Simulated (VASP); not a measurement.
A run of VASP 6.6.1 is set up as follows.

INCAR

```
PREC = Accurate ; ENCUT = 520
EDIFF = 1E-8 ; ISMEAR = -1
SIGMA = 0.03 ; LREAL = False
LASPH = True ; NELM = 60
ALGO = Normal ; ISIF = 2
LWAVE = False ; LCHARG = False
GGA = PS ; LEFG = True
NBANDS = 15
```

The input KPOINTS:

```
Automatic mesh
0
Gamma
  14 14 14
```

File POSCAR:

```
TiC
1.0
    0.0000000000      2.1567624877      2.1567624877
    2.1567624877      0.0000000000      2.1567624877
    2.1567624877      2.1567624877      0.0000000000
Ti C
1 1
Direct
    0.0000000000      0.0000000000      0.0000000000
    0.5000000000      0.5000000000      0.5000000000
```

Potentials or basis: VASP PAW PBE potentials, release 64 (Ti_sv, C).

Run with:

```bash
$ cat potpaw_PBE.64/Ti_sv/POTCAR potpaw_PBE.64/C/POTCAR > POTCAR
$ mpirun -np 1 vasp_std > vasp.out
```

**Question.** Predict the pressure.

**Answer.** -3.4 GPa.

**Question.** Estimate the band gap on the k mesh.

**Answer.** Zero (bands 8 and 9 overlap by 1.07 eV).

Caveat: the cell stands under tension; the PAW data sets were made with another functional, which shifts forces and pressure a little.
